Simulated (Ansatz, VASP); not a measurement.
One calculation of Si, two programs

Contents of INCAR:

```
SYSTEM = Si
  ALGO = Fast
  EDIFF = 1E-6
  ENCUT = 520
  GGA = CA
  ISIF = 2
  ISMEAR = 0
  LASPH = .True.
  LCHARG = .True.
  LELF = .True.
  LREAL = .False.
  LVHAR = .True.
  LWAVE = .False.
  NBANDS = 26
  NELM = 80
  PREC = Accurate
  SIGMA = 0.15
```

Contents of KPOINTS:

```
k-points
0
Gamma
  24 17 5
  0 0 0
```

The input POSCAR:

```
Si
1.0
    0.0000000000      0.0000000000     -2.6105984716
   -2.3824154513     -2.3824154513     -1.3052992358
  -10.2367685866     10.2367685866      0.0000000000
Si
8
Direct
    0.5000000000      0.5000000000      0.0581828003
    0.0000000000      0.5000000000      0.7563764045
    0.5000000000      0.5000000000      0.5236452031
    0.0000000000      0.5000000000      0.2909140017
    0.0000000000      1.0000000000      0.1745484010
    0.5000000000      1.0000000000      0.8727420052
    0.0000000000      1.0000000000      0.6400108038
    0.5000000000      1.0000000000      0.4072796024
```

Input for Ansatz:

```yaml
crystal:
  lattice:
    - [0.0, 0.0, -2.6105984716]
    - [-2.3824154513, -2.3824154513, -1.3052992358]
    - [-10.2367685866, 10.2367685866, 0.0]
  atoms:
    - { symbol: Si, position: [0.5, 0.5, 0.0581828003] }
    - { symbol: Si, position: [0.0, 0.5, 0.7563764045] }
    - { symbol: Si, position: [0.5, 0.5, 0.5236452031] }
    - { symbol: Si, position: [0.0, 0.5, 0.2909140017] }
    - { symbol: Si, position: [0.0, 1.0, 0.174548401] }
    - { symbol: Si, position: [0.5, 1.0, 0.8727420052] }
    - { symbol: Si, position: [0.0, 1.0, 0.6400108038] }
    - { symbol: Si, position: [0.5, 1.0, 0.4072796024] }
basis:
  ecutwfc: 420
kpoints:
  mp_grid: { grid: [24, 17, 5] }
hamiltonian:
  xc: lda
scf:
  occupations: { method: gaussian, width: 0.15 }
output:
  forces: true
  stress: true
  eigenvalues: true
```

Alike in both runs: task single point; functional LDA; k mesh 24 × 17 × 5; occupations gaussian, width 0.15 eV; no spin polarisation.

|  | VASP | Ansatz |
| --- | --- | --- |
| version | VASP 6.6.1 | Ansatz 0.2.0 |
| potentials or method | VASP PAW LDA potentials, release 64 (Si), cutoff 520 eV | scalar-relativistic, plane waves, PAW |
| valence electrons in the cell | 32 | 32 |

|  | VASP | Ansatz | Ansatz less VASP |
| --- | --- | --- | --- |
| gap on the k mesh at the Fermi level (eV) | none | none | - |
| pressure (GPa) | -3.0 | -3.0 | -0.06 |
| traceless stress, the component that is largest in VASP (GPa) | 1.18 | 1.18 | -0.005 |
| rms of the force components (eV/Å) | 0.183 | 0.182 | -0.0016 |

LDA's correlation is that of Perdew and Zunger in VASP and of Perdew and Wang (1992) in Ansatz. Atom by atom the forces differ by 0.002 eV/Å (rms over components). A gap of «none» marks a metal or a gap that the smearing closes.
